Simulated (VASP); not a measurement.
A run of VASP 6.6.1 is set up as follows.

File INCAR:

```
PREC     = Accurate       # precision mode
ENCUT    = 520            # plane-wave cutoff, eV
EDIFF    = 1E-6           # SCF threshold, eV
ISMEAR   = 0              # smearing method
SIGMA    = 0.01           # smearing width, eV
LREAL    = False          # projectors in reciprocal space
LASPH    = True           # aspherical terms in the spheres
NELM     = 80             # most SCF steps
ALGO     = Normal         # electronic algorithm
ISIF     = 2              # what is computed and relaxed
LWAVE    = False          # write WAVECAR
LCHARG   = False          # write CHGCAR
GGA      = PE             # functional
NBANDS   = 25             # bands
```

The input KPOINTS:

```
regular mesh
0
Gamma
  6 6 8
```

The input POSCAR:

```
SiO2
1.0
    4.3121437263      0.0000000000      0.0000000000
    0.0000000000      4.3121437263      0.0000000000
    0.0000000000      0.0000000000      2.7512329637
Si O
2 4
Direct
    0.0000000000      0.0000000000      0.0000000000
    0.5000000000      0.5000000000      0.5000000000
    0.3059000000      0.3059000000      0.0000000000
    0.1941000000      0.8059000000      0.5000000000
    0.6941000000      0.6941000000      0.0000000000
    0.8059000000      0.1941000000      0.5000000000
```

Potentials or basis: VASP PAW PBE potentials, release 64 (Si, O).

Command:

```sh
$ cat potpaw_PBE.64/Si/POTCAR potpaw_PBE.64/O/POTCAR > POTCAR
$ mpirun -np 1 vasp_std > vasp.out
```

Q: Predict the pressure.

A: -15.9 GPa.

Q: Predict the band gap on the k mesh.

A: 3.99 eV, direct.

Q: Estimate the largest force.

A: 0.484 eV/Å.

Forces in eV/Å, atoms in the order of the input:
```
Si   0.000  0.000  0.000
Si   0.000  0.000  0.000
O    0.342  0.342  0.000
O   -0.342  0.342  0.000
O   -0.342 -0.342  0.000
O    0.342 -0.342  0.000
```

A k mesh can miss the band edges. Expect the measured gap to be larger: semilocal functionals such as PBE lack the derivative discontinuity.
